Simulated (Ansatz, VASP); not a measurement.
## Fe in VASP and in Ansatz

```xyz
1
Lattice="0.0000 1.9417 1.9651 1.4984 0.0000 1.9651 1.4984 1.9417 0.0000" Properties=species:S:1:pos:R:3 pbc="T T T"
Fe    0.0000    0.0000    0.0000
```

Alike in both runs: task single point; functional PBE; k mesh 13 × 13 × 13; occupations fermi-dirac, width 0.05 eV; non-collinear spin, spin-orbit coupling.

|  | VASP | Ansatz |
| --- | --- | --- |
| version | VASP 6.6.1 | Ansatz 0.2.0 |
| potentials or method | VASP PAW PBE potentials, release 64 (Fe) | PAW with Ansatz's default frozen-core files, fully relativistic files with spin-orbit coupling |
| plane-wave cutoff (eV) | 520 | 420 |
| valence electrons in the cell | 8 | 16 |

Ansatz gave:

```
net moment per atom (μB) : 2.17
```

Problem. Which values does VASP return?

Solution. net moment per atom (μB): 2.19.

With one functional, cell and mesh, what is left measures potentials, basis and numerics. VASP's potentials hold 8 valence electrons a cell and Ansatz's 16, so a difference there can come from the potentials and not from the codes.
